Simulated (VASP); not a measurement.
Runs of VASP 6.6.1 on CuO (Tenorite). The structure is that of space group C2/c (No. 15), or close to it. The cells are those of the table. 

| cell | gap on the mesh (eV) | pressure (GPa) | largest force (eV/Å) |
| --- | --- | --- | --- |
| a = 2.900, b = 2.900, c = 5.129 Å, angles 97.7, 97.7, 72.3°, 4 atoms | none | (b) | 0.22 |
| a = 2.841, b = 2.841, c = 5.024 Å, angles 97.7, 97.7, 72.3°, 4 atoms | none | 20.1 | - |
| a = 2.861, b = 2.861, c = 5.059 Å, angles 97.7, 97.7, 72.3°, 4 atoms | none | 15.0 | 0.08 |
| a = 2.920, b = 2.920, c = 5.163 Å, angles 97.7, 97.7, 72.3°, 4 atoms | none | (a) | 0.28 |
| a = 2.939, b = 2.939, c = 5.196 Å, angles 97.7, 97.7, 72.3°, 4 atoms | none | -0.3 | 0.34 |
| a = 2.881, b = 2.881, c = 5.094 Å, angles 97.7, 97.7, 72.3°, 4 atoms | none | 10.6 | (c) |

Alike in all rows: task single point; level PBE; potentials or basis VASP PAW PBE potentials, release 64 (Cu, O); no spin polarisation; k mesh 10 × 10 × 6; cutoff (eV) 520; smearing fermi-dirac 0.1 eV.

**Question.** Fill in the values left out.

**Answer.** (a) 2.9; (b) 6.5; (c) 0.15.

Caveats: semilocal functionals often make such compounds metallic where correlation or magnetic order opens a gap, which also shifts bond lengths.

A gap of «none» marks levels without a gap at the run's occupations.
